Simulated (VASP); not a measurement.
# Si (Pmma) in VASP: a series of runs

Si is run at these levels: PBE; tasks: single point, relaxation of cell and atoms.

Program: VASP 6.6.1. These are calculated values, not measurements. Logs are shortened: lines on timing, memory, paths and dates and some standing lists are left out, and cuts for length are marked.

## Step 1: The cell of the first run

Symmetry: Pmma, No. 51, orthorhombic system. The conventional cell has a = 5.339 Å, b = 6.384 Å, c = 5.158 Å, α = 90.00°, β = 90.00°, γ = 90.00°. Within 3.1 Å of Si (site symmetry m) lie 6 Si at 2.36 to 2.90 Å. Within 3.2 Å of Si (site symmetry 2) lie 5 Si at 2.39 to 2.67 Å.

## Step 2: Single point, PBE

Input file INCAR:

```
PREC = Accurate ; ENCUT = 520
EDIFF = 1E-6 ; ISMEAR = 0
SIGMA = 0.1 ; LREAL = F
LASPH = T ; NELM = 100
ALGO = Normal ; ISIF = 2
LWAVE = F ; LCHARG = F
GGA = PE ; NBANDS = 26
```

Input file KPOINTS:

```
regular mesh
0
Gamma
  4 4 4
```

Input file POSCAR:

```
Si
1.0
    5.3390263645      0.0000000000      0.0000000000
    0.0000000000      6.3843589594      0.0000000000
    0.0000000000      0.0000000000      5.1576403523
Si
8
Direct
    0.4785221842      0.0000000000      0.7276399507
    0.0214778158      0.0000000000      0.7276399507
    0.5214778158      0.0000000000      0.2723600493
    0.9785221842      0.0000000000      0.2723600493
    0.0000000000      0.3022142553      0.0000000000
    0.5000000000      0.6977857447      0.0000000000
    0.0000000000      0.6977857447      0.0000000000
    0.5000000000      0.3022142553      0.0000000000
```

Potentials or basis: VASP PAW PBE potentials, release 64 (Si).

Command:

```bash
$ cat potpaw_PBE.64/Si/POTCAR > POTCAR
$ mpirun -np 1 vasp_std > vasp.out
```

OUTCAR:

```text
PREC = Accurate
   ENCUT = 520
   EDIFF = 1E-6
   ISMEAR = 0
   LREAL = F
   LASPH = T
   NELM = 100
   ISIF = 2
   GGA = PE

 ion  position               nearest neighbor table
   1  0.479  0.000  0.728-   3 2.36   6 2.39   8 2.39   2 2.44   3 2.82   2 2.90
   2  0.021  0.000  0.728-   4 2.36   5 2.39   7 2.39   1 2.44   4 2.82   1 2.90
   3  0.521  0.000  0.272-   1 2.36   6 2.39   8 2.39   4 2.44   1 2.82   4 2.90
   4  0.979  0.000  0.272-   2 2.36   5 2.39   7 2.39   3 2.44   2 2.82   3 2.90
   5  0.000  0.302  0.000-   2 2.39   4 2.39   7 2.53   8 2.67   8 2.67
   6  0.500  0.698  0.000-   1 2.39   3 2.39   8 2.53   7 2.67   7 2.67
   7  0.000  0.698  0.000-   2 2.39   4 2.39   5 2.53   6 2.67   6 2.67
   8  0.500  0.302  0.000-   1 2.39   3 2.39   6 2.53   5 2.67   5 2.67

  LATTYP: Found a simple orthorhombic cell.
 ALAT       =     5.1576403523
 B/A-ratio  =     1.0351684103
 C/A-ratio  =     1.2378449297

  Lattice vectors:

 A1 = (   0.0000000000,   0.0000000000,   5.1576403523)
 A2 = (   5.3390263645,   0.0000000000,   0.0000000000)
 A3 = (   0.0000000000,   6.3843589594,   0.0000000000)

Analysis of symmetry for initial positions (statically):
=====================================================================
 Subroutine PRICEL returns:
 Original cell was already a primitive cell.

 Routine SETGRP: Setting up the symmetry group for a
 simple orthorhombic supercell.

 Subroutine GETGRP returns: Found  8 space group operations
 (whereof  4 operations were pure point group operations)
 out of a pool of  8 trial point group operations.

The static configuration has the point symmetry C_2h.
 The point group associated with its full space group is D_2h.

Analysis of symmetry for dynamics (positions and initial velocities):
=====================================================================
 Subroutine PRICEL returns:
 Original cell was already a primitive cell.

 Routine SETGRP: Setting up the symmetry group for a
 simple orthorhombic supercell.

 Subroutine GETGRP returns: Found  8 space group operations
 (whereof  4 operations were pure point group operations)
 out of a pool of  8 trial point group operations.

The dynamic configuration has the point symmetry C_2h.
 The point group associated with its full space group is D_2h.

 Subroutine INISYM returns: Found  8 space group operations
 (whereof  4 operations are pure point group operations),
 and found     1 'primitive' translations

----------------------------------------------------------------------------------------

                                     Primitive cell

  volume of cell :     175.8047

  direct lattice vectors                    reciprocal lattice vectors
     5.339026364  0.000000000  0.000000000     0.187300068  0.000000000  0.000000000
     0.000000000  6.384358959  0.000000000     0.000000000  0.156632797  0.000000000
     0.000000000  0.000000000  5.157640352     0.000000000  0.000000000  0.193887113

  length of vectors
     5.339026364  6.384358959  5.157640352     0.187300068  0.156632797  0.193887113

  position of ions in fractional coordinates (direct lattice)
     0.478522184  0.000000000  0.727639951
     0.021477816  0.000000000  0.727639951
     0.521477816  0.000000000  0.272360049
     0.978522184  0.000000000  0.272360049
     0.000000000  0.302214255  0.000000000
     0.500000000  0.697785745  0.000000000
     0.000000000  0.697785745  0.000000000
     0.500000000  0.302214255  0.000000000

  ion indices of the primitive-cell ions
   primitive index   ion index
                 1           1
                 2           2
                 3           3
                 4           4
                 5           5
                 6           6
                 7           7
                 8           8

----------------------------------------------------------------------------------------

 KPOINTS: regular mesh

Automatic generation of k-mesh.
 Grid dimensions read from file:
 generate k-points for:    4    4    4

 Generating k-lattice:

  Cartesian coordinates                     Fractional coordinates (reciprocal lattice)
     0.046825017  0.000000000  0.000000000     0.250000000  0.000000000  0.000000000
     0.000000000  0.039158199  0.000000000     0.000000000  0.250000000  0.000000000
     0.000000000  0.000000000  0.048471778     0.000000000  0.000000000  0.250000000

  Length of vectors
     0.046825017  0.039158199  0.048471778

  Shift w.r.t. Gamma in fractional coordinates (k-lattice)
     0.000000000  0.000000000  0.000000000

 Subroutine IBZKPT returns following result:
 ===========================================

 Found     27 irreducible k-points:

 Following reciprocal coordinates:
            Coordinates               Weight
  0.000000  0.000000  0.000000      1.000000
  0.250000  0.000000  0.000000      2.000000
  0.500000  0.000000  0.000000      1.000000
  0.000000  0.250000  0.000000      2.000000
  0.250000  0.250000  0.000000      4.000000
  0.500000  0.250000  0.000000      2.000000
[... 16 lines left out ...]
  0.250000  0.250000  0.500000      4.000000
  0.500000  0.250000  0.500000      2.000000
 [... further k-points ...]
   k-points           NKPTS =     27   k-points in BZ     NKDIM =     27   number of bands    NBANDS=     26
   number of dos      NEDOS =    301   number of ions     NIONS =      8
   total plane-waves  NPLWV =  76800
   dimension x,y,z NGX =    40 NGY =   48 NGZ =   40
   dimension x,y,z NGXF=    80 NGYF=   96 NGZF=   80
   ions per type =               8
   NGX,Y,Z   is equivalent  to a cutoff of  12.46, 12.50, 12.89 a.u.
   NGXF,Y,Z  is equivalent  to a cutoff of  24.91, 25.00, 25.79 a.u.
 SYSTEM =  unknown system
   PREC   = accura    normal or accurate (medium, high low for compatibility)
   ISTART =      0    job   : 0-new  1-cont  2-samecut
   ICHARG =      2    charge: 1-file 2-atom 10-const
   ISPIN  =      1    spin polarized calculation?
   LNONCOLLINEAR =      F non collinear calculations
   LSORBIT =      F    spin-orbit coupling
   LASPH  =      T    aspherical Exc in radial PAW
   ENCUT  =  520.0 eV  38.22 Ry    6.18 a.u.   9.93 11.87  9.59*2*pi/ulx,y,z
   NELM   =    100;   NELMIN=  2; NELMDL= -5     # of ELM steps
   EDIFF  = 0.1E-05   stopping-criterion for ELM
   LREAL  =      F    real-space projection
   EDIFFG = 0.1E-04   stopping-criterion for IOM
   NSW    =      0    number of steps for IOM
   IBRION =     -1    ionic relax: 0-MD 1-quasi-New 2-CG
   NFREE  =      0    steps in history (QN), initial steepest desc. (CG)
   ISIF   =      2    stress and relaxation
   ISYM   =      2    0-nonsym 1-usesym 2-fastsym
   POTIM  = 0.5000    time-step for ionic-motion
   TEBEG  =    0.0;   TEEND  =   0.0 temperature during run
   PSTRESS=    0.0 pullay stress
   NELECT =      32.0000    total number of electrons
   NUPDOWN=      -1.0000    fix difference up-down
   EMIN   =  10.00;   EMAX   =-10.00  energy-range for DOS
   EFERMI =   0.00;   METHOD = LEGACY
   ISMEAR =     0;   SIGMA  =   0.10  broadening in eV -4-tet -1-fermi 0-gaus
   EFERMI_NEDOS =   21; number of points for ismear=-14 and -15
   IALGO  =     38    algorithm
   IMIX   =      4    mixing-type and parameters
     AMIX     =   0.40;   BMIX     =  1.00
     AMIX_MAG =   1.60;   BMIX_MAG =  1.00
  volume/ion in A,a.u.               =      21.98       148.30
  Fermi-wavevector in a.u.,A,eV,Ry     =   0.927786  1.753262 11.711727  0.860788
  Thomas-Fermi vector in A             =   2.053893
   LORBIT       =      0    0 simple, 1 ext, 2 COOP (PROOUT), +10 PAW based schemes
   GGA     = PE    functional components
   LHFCALC =     F    Hartree Fock is set to
   AEXX    =    0.0000 exact exchange contribution
   IVDW    =     0    specifies the selected vdW correction
   LEPSILON=     F    determine dielectric tensor
   LRPA    =     F    only Hartree local field effects (RPA)
 non-spin polarized calculation
 Gauss-broadening in eV      SIGMA  =   0.10
  energy-cutoff  :      520.00
  volume of cell :      175.80
 maximum number of plane-waves:      4758
 NGX is ok and might be reduce to    40
   NGX = 19   NGY = 23   NGZ = 19

 number of electron      32.0000001 magnetization

 Free energy of the ion-electron system (eV)
  ---------------------------------------------------
  ext. energy  EPLUGINS =         0.00000000
  ---------------------------------------------------
  free energy    TOTEN  =       -39.43039218 eV

  energy without entropy =      -39.42298148  energy(sigma->0) =      -39.42668683

 E-fermi :   5.0108     XC(G=0):  -8.8177

 val. band max:        4.9131125908   @ k =   0.0000   0.2500   0.0000
 cond. band min:       5.0335895963   @ k =   0.2500   0.0000   0.0000
 fundamental gap:      0.1204770055
 Fermi energy:         5.0107905349

 k-point     1 :       0.0000    0.0000    0.0000
  band No.  band energies     occupation
      1      -7.4861      2.00000
      2      -3.7328      2.00000
      3      -3.6219      2.00000
      4      -3.5469      2.00000
      5      -2.3729      2.00000
      6      -0.7937      2.00000
[... 18 lines left out ...]
     25      10.1806      0.00000
     26      10.4499      0.00000

 k-point     2 :       0.2500    0.0000    0.0000
  band No.  band energies     occupation
      1      -7.1851      2.00000
      2      -4.9095      2.00000
      3      -3.3233      2.00000
      4      -3.2478      2.00000
      5      -1.8702      2.00000
      6      -1.0554      2.00000
[... 18 lines left out ...]
     25       9.1497      0.00000
[... 608 lines left out ...]
     25       9.1889      0.00000
     26       9.5856      0.00000

 k-point    24 :       0.5000    0.2500    0.5000
  band No.  band energies     occupation
      1      -5.5473      2.00000
      2      -5.5473      2.00000
      3      -3.9686      2.00000
      4      -3.9686      2.00000
      5      -3.2879      2.00000
      6      -3.2879      2.00000
[... 18 lines left out ...]
     25       9.8177      0.00000
     26       9.8177      0.00000

 [... further k-points ...]

------------------------ aborting loop because EDIFF is reached ----------------------------------------

  FORCE on cell =-STRESS in cart. coord.  units (eV):
  Direction    XX          YY          ZZ          XY          YZ          ZX
  --------------------------------------------------------------------------------------
  -------------------------------------------------------------------------------------
  Total        0.0546296      0.0282814      0.3082015      0.0000000      0.0000000      0.0000000
  in kB        0.4978609      0.2577399      2.8087615      0.0000000      0.0000000      0.0000000
  external PRESSURE =       1.1881208 kB  Pullay stress =       0.0000000 kB

 VOLUME and BASIS-vectors are now :
 -----------------------------------------------------------------------------
  energy-cutoff  :      520.00
  volume of cell :      175.80
      direct lattice vectors                 reciprocal lattice vectors
     5.339026364  0.000000000  0.000000000     0.187300068  0.000000000  0.000000000
     0.000000000  6.384358959  0.000000000     0.000000000  0.156632797  0.000000000
     0.000000000  0.000000000  5.157640352     0.000000000  0.000000000  0.193887113

 POSITION                                       TOTAL-FORCE (eV/Angst)
 -----------------------------------------------------------------------------------
      2.55484      0.00000      3.75291        -0.040153      0.000000     -0.018922
      0.11467      0.00000      3.75291         0.040153     -0.000000     -0.018922
      2.78418      0.00000      1.40474         0.040153      0.000000      0.018922
      5.22436      0.00000      1.40474        -0.040153      0.000000      0.018922
      0.00000      1.92944      0.00000         0.000000      0.004846     -0.000000
      2.66951      4.45491      0.00000         0.000000     -0.004846     -0.000000
      0.00000      4.45491      0.00000         0.000000     -0.004846     -0.000000
      2.66951      1.92944      0.00000         0.000000      0.004846     -0.000000
 -----------------------------------------------------------------------------------
    total drift:                                0.000000     -0.000000      0.000000

  FREE ENERGIE OF THE ION-ELECTRON SYSTEM (eV)
  ---------------------------------------------------
  free  energy   TOTEN  =       -39.4303921803 eV

  energy  without entropy=      -39.4229814793  energy(sigma->0) =      -39.42668683
```

It took 44 s on 1 thread of Intel Xeon 6975P-C (Granite Rapids), shared host; peak memory 0.28 GiB.

What came out:

* Free energy: -39.4304 eV
* Pressure: 0.1 GPa
* Largest force: 0.044 eV/Å
* Band gap on the k mesh: zero (band 16 reaches 5.60 eV, above the bottom of band 17 at 4.50 eV)

Forces on the atoms (eV/Å):
```
Si  -0.040  0.000 -0.019
Si   0.040  0.000 -0.019
Si   0.040  0.000  0.019
Si  -0.040  0.000  0.019
Si   0.000  0.005  0.000
Si   0.000 -0.005  0.000
Si   0.000 -0.005  0.000
Si   0.000  0.005  0.000
```

Levels at points of the mesh, in eV from the Fermi level:
```csv
k point,band 13,band 14,band 15,band 16,band 17,band 18,band 19,band 20
"(0.00, 0.00, 0.00)",-2.55,-2.28,-1.54,-0.29,-0.27,0.21,2.03,2.09
"(0.50, 0.00, 0.00)",-1.16,-1.16,0.53,0.53,0.68,0.68,1.80,1.80
"(0.00, 0.50, 0.00)",-2.88,-1.53,-1.48,-0.96,-0.36,0.41,1.13,2.26
"(0.50, 0.50, 0.00)",-2.09,-2.09,-0.90,-0.90,0.70,0.70,1.79,1.79
"(0.00, 0.00, 0.50)",-2.35,-1.56,-0.94,0.29,0.39,0.52,1.17,2.68
"(0.50, 0.00, 0.50)",-0.91,-0.91,0.51,0.51,1.27,1.27,1.31,1.31
"(0.00, 0.50, 0.50)",-1.56,-1.39,-1.30,0.59,0.72,1.10,1.16,1.38
"(0.50, 0.50, 0.50)",-0.90,-0.90,-0.41,-0.41,0.88,0.88,1.05,1.05
```

## Step 3: Single point, PBE

This run uses another cell than the first one, of 16.97 Å³/atom, 0.772 times its volume.

Input file INCAR:

```
SYSTEM = Si
  ALGO = Normal
  EDIFF = 1E-7
  ENCUT = 520
  GGA = PE
  ISIF = 2
  ISMEAR = 0
  LASPH = .TRUE.
  LCHARG = .FALSE.
  LREAL = .FALSE.
  LWAVE = .FALSE.
  NBANDS = 26
  NELM = 80
  PREC = Accurate
  SIGMA = 0.1
```

Input file KPOINTS:

```
k-points
0
G
  4 4 4
  0 0 0
```

Input file POSCAR:

```
Si
1.0
    4.8859193300      0.0000000000      0.0000000000
    0.0000000000      6.1994922700      0.0000000000
    0.0000000000      0.0000000000      4.4817676100
Si
8
Direct
    0.4649563700      0.0000000000      0.7499664400
    0.0350436300      0.0000000000      0.7499664400
    0.5350436300      0.0000000000      0.2500335600
    0.9649563700      0.0000000000      0.2500335600
    0.0000000000      0.3171946500      0.0000000000
    0.5000000000      0.6828053500      0.0000000000
    0.0000000000      0.6828053500      0.0000000000
    0.5000000000      0.3171946500      0.0000000000
```

Potentials or basis: VASP PAW PBE potentials, release 64 (Si).

Command:

```bash
$ cat potpaw_PBE.64/Si/POTCAR > POTCAR
$ mpirun -np 1 vasp_std > vasp.out
```

It took 32 s on 1 thread of Intel Xeon 6975P-C (Granite Rapids), shared host; peak memory 0.25 GiB.

Results (log left out):

```yaml
Free_energy: -36.4054 eV
Pressure: 27.9 GPa
Largest_force: 3.459 eV/Å
Band_gap_on_the_k_mesh: zero (band 16 reaches 8.42 eV, above the bottom of band 17 at 7.27 eV)
```

Forces on the atoms (eV/Å):
```
Si   2.796  0.000 -2.036
Si  -2.796  0.000 -2.036
Si  -2.796  0.000  2.036
Si   2.796  0.000  2.036
Si   0.000  0.794  0.000
Si   0.000 -0.794  0.000
Si   0.000 -0.794  0.000
Si   0.000  0.794  0.000
```

Stress tensor (GPa, compression positive):
```
30.90  0.00  0.00
 0.00 28.28  0.00
 0.00  0.00 24.44
```

Levels at points of the mesh, in eV from the Fermi level:
| k point | band 13 | band 14 | band 15 | band 16 | band 17 | band 18 | band 19 | band 20 |
| --- | --- | --- | --- | --- | --- | --- | --- | --- |
| (0.00, 0.00, 0.00) | -2.42 | -1.49 | -1.29 | -0.65 | -0.24 | 0.50 | 1.21 | 1.27 |
| (0.50, 0.00, 0.00) | -1.41 | -1.41 | 0.50 | 0.50 | 0.53 | 0.53 | 1.30 | 1.30 |
| (0.00, 0.50, 0.00) | -2.30 | -1.40 | -1.20 | -1.02 | 0.36 | 0.46 | 1.48 | 1.73 |
| (0.50, 0.50, 0.00) | -2.29 | -2.29 | -1.20 | -1.20 | 0.74 | 0.74 | 2.04 | 2.04 |
| (0.00, 0.00, 0.50) | -3.14 | -2.96 | -0.59 | 0.54 | 0.89 | 1.26 | 1.63 | 1.81 |
| (0.50, 0.00, 0.50) | -1.33 | -1.33 | 0.91 | 0.91 | 0.96 | 0.96 | 2.11 | 2.11 |
| (0.00, 0.50, 0.50) | -2.05 | -1.23 | -0.92 | -0.03 | 0.39 | 1.83 | 1.85 | 2.16 |
| (0.50, 0.50, 0.50) | -1.22 | -1.22 | 0.36 | 0.36 | 1.03 | 1.03 | 1.83 | 1.83 |

Caveat: forces of over 1 eV/Å act on the atoms, so gaps and moduli don't describe the material at rest.

[end of part 1 of 2]
